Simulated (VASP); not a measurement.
Ge, 6 atoms in the cell. Symmetry: C2/c, No. 15, monoclinic system. Conventional cell: a = 5.451 Å, b = 13.509 Å, c = 4.065 Å, α = 90.00°, β = 104.98°, γ = 90.00°. Ge (site symmetry 1) has 4 Ge at 2.48 to 2.53 Å within 3.3 Å. Within 3.3 Å of Ge (site symmetry 2) lie 4 Ge at 2.49 to 2.50 Å. The cell was generated, and may not be a known phase.

```yaml
Program: VASP 6.6.1
Task: relaxation of cell and atoms
Functional: PBE
Potentials_or_basis: VASP PAW PBE potentials, release 64 (Ge_d)
Cutoff: 500 eV
k_mesh: 6 × 6 × 8
Occupations: gaussian, width 0.02 eV
Spin: no spin polarisation
Dipole_correction: no
Further_INCAR_settings: ALGO = Normal; EDIFF = 1e-07; IBRION = 2; EDIFFG = -0.01; NSW = 100; ISIF = 3
```

Potentials or basis: VASP PAW PBE potentials, release 64 (Ge_d).

Run with:

```sh
$ cat potpaw_PBE.64/Ge_d/POTCAR > POTCAR
$ mpirun -np 4 vasp_std > vasp.out
```

Hardware: 4 MPI ranks on AMD EPYC 9R14 (Zen 4) (shared host).

Problem. How long does it take, and how much memory?

Solution. It took 12 min on 4 MPI ranks on AMD EPYC 9R14 (Zen 4), on a shared host, peak memory 0.54 GiB a rank. Counts: scf iterations 59, k points 89, ion steps 6.
